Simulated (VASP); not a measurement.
# PbS (R-3m) in VASP: a series of runs, part 2 of 2

VASP 6.6.1.

## (3) Single point, PBE (strain along [111] +2.5%)

Input file INCAR:

```
SYSTEM = PbS
  PREC = Accurate
  ENCUT = 520
  EDIFF = 1E-6
  ISMEAR = 0
  SIGMA = 0.01
  LREAL = .FALSE.
  LASPH = .TRUE.
  NELM = 60
  ALGO = Normal
  ISIF = 2
  LWAVE = .FALSE.
  LCHARG = .TRUE.
  GGA = PE
  LELF = .TRUE.
  LVHAR = .TRUE.
  NBANDS = 17
```

Input file KPOINTS:

```
regular mesh
0
G
  4 4 4
  0 0 0
```

Input file POSCAR:

```
PbS
1.0
    0.0497872110      3.0370198740      3.0370198740
    3.0370198740      0.0497872110      3.0370198740
    3.0370198740      3.0370198740      0.0497872110
Pb S
1 1
Direct
    0.0000000000      0.0000000000      0.0000000000
    0.5000000000      0.5000000000      0.5000000000
```

Potentials or basis: VASP PAW PBE potentials, release 64 (Pb_d, S).

Started as:

```console
cat potpaw_PBE.64/Pb_d/POTCAR potpaw_PBE.64/S/POTCAR > POTCAR
mpirun -np 1 vasp_std > vasp.out
```

OUTCAR:

```text
SYSTEM = PbS
   PREC = Accurate
   ENCUT = 520
   EDIFF = 1E-6
   ISMEAR = 0
   LREAL = .FALSE.
   LASPH = .TRUE.
   NELM = 60
   ISIF = 2
   GGA = PE

 ion  position               nearest neighbor table
   1  0.000  0.000  0.000-   2 3.01   2 3.01   2 3.01   2 3.01   2 3.01   2 3.01
   2  0.500  0.500  0.500-   1 3.01   1 3.01   1 3.01   1 3.01   1 3.01   1 3.01

  LATTYP: Found a trigonal (rhomboedric) cell.
 ALAT       =     4.2952832499
 COS(alpha) =     0.5163240629

  Lattice vectors:

 A1 = (   0.0497872110,   3.0370198740,   3.0370198740)
 A2 = (   3.0370198740,   0.0497872110,   3.0370198740)
 A3 = (   3.0370198740,   3.0370198740,   0.0497872110)

Analysis of symmetry for initial positions (statically):
=====================================================================
 Subroutine PRICEL returns:
 Original cell was already a primitive cell.

 Routine SETGRP: Setting up the symmetry group for a
 trigonal (rhombohedral) supercell.

 Subroutine GETGRP returns: Found 12 space group operations
 (whereof 12 operations were pure point group operations)
 out of a pool of 12 trial point group operations.

The static configuration has the point symmetry D_3d.

Analysis of symmetry for dynamics (positions and initial velocities):
=====================================================================
 Subroutine PRICEL returns:
 Original cell was already a primitive cell.

 Routine SETGRP: Setting up the symmetry group for a
 trigonal (rhombohedral) supercell.

 Subroutine GETGRP returns: Found 12 space group operations
 (whereof 12 operations were pure point group operations)
 out of a pool of 12 trial point group operations.

The dynamic configuration has the point symmetry D_3d.

 Subroutine INISYM returns: Found 12 space group operations
 (whereof 12 operations are pure point group operations),
 and found     1 'primitive' translations

[... 98 lines left out ...]
   EFERMI_NEDOS =   21; number of points for ismear=-14 and -15
   IALGO  =     38    algorithm
   IMIX   =      4    mixing-type and parameters
     AMIX     =   0.40;   BMIX     =  1.00
     AMIX_MAG =   1.60;   BMIX_MAG =  1.00
  volume/ion in A,a.u.               =      27.32       184.39
  Fermi-wavevector in a.u.,A,eV,Ry     =   1.171020  2.212908 18.657519  1.371289
  Thomas-Fermi vector in A             =   2.307470
   LORBIT       =      0    0 simple, 1 ext, 2 COOP (PROOUT), +10 PAW based schemes
   GGA     = PE    functional components
   LHFCALC =     F    Hartree Fock is set to
   AEXX    =    0.0000 exact exchange contribution
   IVDW    =     0    specifies the selected vdW correction
   LEPSILON=     F    determine dielectric tensor
   LRPA    =     F    only Hartree local field effects (RPA)
 non-spin polarized calculation
 Gauss-broadening in eV      SIGMA  =   0.01
  energy-cutoff  :      520.00
  volume of cell :       54.65
 maximum number of plane-waves:      1480
   NGX = 15   NGY = 15   NGZ = 15

 number of electron      20.0000002 magnetization

 Free energy of the ion-electron system (eV)
  ---------------------------------------------------
  ext. energy  EPLUGINS =         0.00000000
  ---------------------------------------------------
  free energy    TOTEN  =        -8.75374370 eV

  energy without entropy =       -8.75374370  energy(sigma->0) =       -8.75374370

 E-fermi :   5.3576     XC(G=0):  -9.4681

 val. band max:        5.2674618243   @ k =   0.5000   0.5000   0.5000
 cond. band min:       5.6519781355   @ k =   0.5000   0.0000   0.0000
 fundamental gap:      0.3845163113
 Fermi energy:         5.3576429992

 k-point     1 :       0.0000    0.0000    0.0000
  band No.  band energies     occupation
      1     -11.5350      2.00000
      2     -11.5350      2.00000
      3     -11.5301      2.00000
      4     -11.5132      2.00000
      5     -11.5132      2.00000
      6      -7.9628      2.00000
[... 237 lines left out ...]
      4     -11.4900      2.00000
      5     -11.4900      2.00000
      6      -6.8592      2.00000
[... 9 lines left out ...]
     16      15.3461      0.00000
     17      15.5430      0.00000

------------------------ aborting loop because EDIFF is reached ----------------------------------------

  FORCE on cell =-STRESS in cart. coord.  units (eV):
  Direction    XX          YY          ZZ          XY          YZ          ZX
  --------------------------------------------------------------------------------------
  -------------------------------------------------------------------------------------
  Total       -0.1378333     -0.1378333     -0.1378333     -0.1245793     -0.1245793     -0.1245793
  in kB       -4.0411397     -4.0411397     -4.0411397     -3.6525445     -3.6525445     -3.6525445
  external PRESSURE =      -4.0411397 kB  Pullay stress =       0.0000000 kB

 VOLUME and BASIS-vectors are now :
 -----------------------------------------------------------------------------
  energy-cutoff  :      520.00
  volume of cell :       54.65
      direct lattice vectors                 reciprocal lattice vectors
     0.049787211  3.037019874  3.037019874    -0.168739800  0.166018190  0.166018190
     3.037019874  0.049787211  3.037019874     0.166018190 -0.168739800  0.166018190
     3.037019874  3.037019874  0.049787211     0.166018190  0.166018190 -0.168739800

 POSITION                                       TOTAL-FORCE (eV/Angst)
 -----------------------------------------------------------------------------------
      0.00000      0.00000      0.00000        -0.000000      0.000000      0.000000
      3.06191      3.06191      3.06191         0.000000     -0.000000     -0.000000
 -----------------------------------------------------------------------------------
    total drift:                                0.000000     -0.000000     -0.000000

  FREE ENERGIE OF THE ION-ELECTRON SYSTEM (eV)
  ---------------------------------------------------
  free  energy   TOTEN  =        -8.7537437006 eV

  energy  without entropy=       -8.7537437006  energy(sigma->0) =       -8.75374370
```

OSZICAR:

```text
N       E                     dE             d eps       ncg     rms          rms(c)
DAV:   1     0.158137631593E+03    0.15814E+03   -0.98378E+03   442   0.122E+03
DAV:   2     0.236250175969E+01   -0.15578E+03   -0.14855E+03   484   0.306E+02
DAV:   3    -0.901107025540E+01   -0.11374E+02   -0.11143E+02   594   0.894E+01
DAV:   4    -0.927299760887E+01   -0.26193E+00   -0.26172E+00   555   0.149E+01
DAV:   5    -0.928209041141E+01   -0.90928E-02   -0.90924E-02   649   0.264E+00    0.428E+00
DAV:   6    -0.874895762356E+01    0.53313E+00   -0.16195E+00   701   0.804E+00    0.305E+00
DAV:   7    -0.875051496337E+01   -0.15573E-02   -0.14055E-01   545   0.184E+00    0.180E+00
DAV:   8    -0.875400265241E+01   -0.34877E-02   -0.16909E-02   501   0.136E+00    0.311E-01
DAV:   9    -0.875350764288E+01    0.49501E-03   -0.34469E-03   690   0.470E-01    0.100E-01
DAV:  10    -0.875373828514E+01   -0.23064E-03   -0.40759E-04   490   0.115E-01    0.656E-02
DAV:  11    -0.875374275321E+01   -0.44681E-05   -0.56277E-05   603   0.818E-02    0.153E-02
DAV:  12    -0.875374370058E+01   -0.94737E-06   -0.36496E-06   559   0.194E-02
   1 F= -.87537437E+01 E0= -.87537437E+01  d E =-.422299E-39
```

stdout:

```text
POSCAR found type information on POSCAR PbS
 POSCAR found :  2 types and       2 ions
 scaLAPACK will be used
 LDA part: xc-table for (Slater+PW92), standard interpolation
 POSCAR, INCAR and KPOINTS ok, starting setup
 FFT: planning ... GRIDC
 FFT: planning ... GRID_SOFT
 FFT: planning ... GRID
 WAVECAR not read
 entering main loop
```

Run time: 14 s. Hardware: 1 thread of Intel Xeon 8259CL, shared host; peak memory 0.18 GiB.

Results:

- Free energy: -8.7537 eV
- Pressure: -0.4 GPa
- Band gap on the k mesh: 0.38 eV, indirect (least direct gap 0.50 eV)

Caveat: the k points lie up to 0.45 Å⁻¹ apart; the cell differs from its parent crystal (strain along [111] +2.5%); spin-orbit coupling is left out, which moves the levels of the heavy elements.
